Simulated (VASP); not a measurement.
Write the native input for VASP 6.6.1 that does the following.

```yaml
Task: single point
Functional: r2SCAN
Potentials_or_basis: VASP PAW PBE potentials, release 64 (Mg, S)
Cutoff: 520 eV
k_mesh: 10 × 10 × 10
Occupations: fermi-dirac, width 0.02 eV
Spin: no spin polarisation
Dipole_correction: no
Further_INCAR_settings: ALGO = Normal; EDIFF = 1e-06; NBANDS = 11
```

Crystal: MgS (Niningerite).

```
CELL_PARAMETERS angstrom
0.00000 2.60246 2.60246
2.60246 0.00000 2.60246
2.60246 2.60246 0.00000
ATOMIC_POSITIONS crystal
Mg 0.00000 0.00000 0.00000
S 0.50000 0.50000 0.50000
```

The input as run:

POSCAR

```
MgS
1.0
    0.0000000000      2.6024618700      2.6024618700
    2.6024618700      0.0000000000      2.6024618700
    2.6024618700      2.6024618700      0.0000000000
Mg S
1 1
Direct
    0.0000000000      0.0000000000      0.0000000000
    0.5000000000      0.5000000000      0.5000000000
```

INCAR.step1

```
SYSTEM = MgS
PREC = Accurate
ENCUT = 520
ISMEAR = -1
SIGMA = 0.02
LREAL = .FALSE.
LASPH = .TRUE.
NELM = 80
NBANDS = 11
GGA = PE
ALGO = Normal
EDIFF = 1E-4
LWAVE = .TRUE.
LCHARG = .FALSE.
```

INCAR.step2

```
SYSTEM = MgS
PREC = Accurate
ENCUT = 520
EDIFF = 1E-6
ISMEAR = -1
SIGMA = 0.02
LREAL = .FALSE.
LASPH = .TRUE.
NELM = 80
ALGO = Normal
ISIF = 2
LWAVE = .FALSE.
LCHARG = .TRUE.
METAGGA = R2SCAN
LMIXTAU = .TRUE.
LELF = .TRUE.
LVHAR = .TRUE.
NBANDS = 11
ISTART = 1
```

KPOINTS

```
Automatic mesh
0
G
  10 10 10
  0 0 0
```

Potentials or basis: VASP PAW PBE potentials, release 64 (Mg, S).

Run with:

```sh
$ cat potpaw_PBE.64/Mg/POTCAR potpaw_PBE.64/S/POTCAR > POTCAR
$ cp INCAR.step1 INCAR
$ mpirun -np 1 vasp_std > vasp.out
$ cp INCAR.step2 INCAR
$ mpirun -np 1 vasp_std > vasp.out
```

It gave:

| Property | Result |
| --- | --- |
| Pressure | -0.6 GPa |
| Band gap on the k mesh | 3.43 eV, indirect (least direct gap 4.61 eV) |

Caveat: the PAW data sets were made with another functional, which shifts forces and pressure a little.

It took 44 s on 1 thread of Intel(R) Xeon(R) Platinum 8559C (Emerald Rapids), on a shared host, peak memory 0.17 GiB.
